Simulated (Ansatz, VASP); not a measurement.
Ni in VASP and in Ansatz

INCAR

```
ALGO = Normal ; EDIFF = 1E-6
ENCUT = 520 ; GGA = PE
ISIF = 2 ; ISMEAR = -1
ISPIN = 2 ; ISYM = 0
LASPH = T ; LCHARG = F
LMAXMIX = 4 ; LORBIT = 11
LREAL = F ; LWAVE = F
MAGMOM = 0.06 0.06 ; NBANDS = 21
NELM = 150 ; PREC = Accurate
SIGMA = 0.1
```

The input KPOINTS:

```
k-points
0
Gamma
  14 14 7
```

The input POSCAR:

```
Ni
1.0
    0.0000000000      1.8075000000      1.8075000000
    1.8075000000      0.0000000000      1.8075000000
    3.6150000000      3.6150000000      0.0000000000
Ni
2
Direct
    0.0000000000      0.0000000000      0.0000000000
    0.0000000000      0.0000000000      0.5000000000
```

Input for Ansatz:

```yaml
crystal:
  lattice:
    - [0.0, 1.8075, 1.8075]
    - [1.8075, 0.0, 1.8075]
    - [3.615, 3.615, 0.0]
  atoms:
    - { symbol: Ni, position: [0.0, 0.0, 0.0], spin: 0.06 }
    - { symbol: Ni, position: [0.0, 0.0, 0.5], spin: 0.06 }
  symmetry: { detect: false, time_reversal: true }
magnetization:
  spin_polarized: true
hamiltonian:
  xc: pbe
  pseudopotentials: { kind: paw }
basis:
  ecutwfc: 420
kpoints:
  mp_grid: { grid: [14, 14, 7] }
scf:
  occupations: { method: fermi_dirac, width: 0.1 }
  lower_state_search: "off"
output:
  forces: true
  stress: true
```

Alike in both runs: task single point; functional PBE; k mesh 14 × 14 × 7; occupations fermi-dirac, width 0.1 eV; collinear spin.

```csv
,VASP,Ansatz
version,VASP 6.6.1,Ansatz 0.2.0
potentials or method,"VASP PAW PBE potentials, release 64 (Ni), cutoff 520 eV","PAW, plane waves, scalar-relativistic"
valence electrons in the cell,20,36
```

VASP gave:

```
pressure (GPa)                                                : -13.5
net moment per atom (μB)                                      : 0.00
size of the moment on the site where the two differ most (μB) : 0.00
```

Task: What did Ansatz give for the same quantities?

Result: Pressure (GPa): -12.7; net moment per atom (μB): 0.66; size of the moment on the site where the two differ most (μB): 0.70.

The net moments are unlike, so the other rows may belong to different states. Site moments also hang on the region over which each program counts them. VASP's potentials hold 20 valence electrons a cell and Ansatz's 36, so a difference there can come from the potentials and not from the codes.
